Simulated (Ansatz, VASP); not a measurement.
# Si2F in VASP and in Ansatz

```
Si F
1.0
     3.43422    0.00000    0.00000
    -1.71711    2.97412    0.00000
     0.00000    0.00000    3.70804
Si F
2 1
Cartesian
  0.0000 1.9827 1.8540
  1.7171 0.9914 1.8540
  0.0000 0.0000 0.0000
```

Alike in both runs: task relaxation of cell and atoms; functional PBE; k mesh 6 × 6 × 6; occupations gaussian, width 0.1 eV; no spin polarisation.

|  | VASP | Ansatz |
| --- | --- | --- |
| version | VASP 6.6.1 | Ansatz 0.2.0 |
| potentials or method | VASP PAW PBE potentials, release 64 (Si, F), cutoff 600 eV | scalar-relativistic, plane waves, PAW |
| valence electrons in the cell | 15 | 15 |

Ansatz gave:

```
gap on the k mesh at the Fermi level, each at its own relaxed structure (eV) : none
relaxed volume (Å³/atom)                                                     : 14.10
relaxed cell length with the largest relative difference (Å)                 : 4.121
```

**Question.** Estimate VASP's values.

**Answer.** gap on the k mesh at the Fermi level, each at its own relaxed structure (eV): none; relaxed volume (Å³/atom): 14.01; relaxed cell length with the largest relative difference (Å): 4.104.

A gap of «none» marks a metal or a gap that the smearing closes.
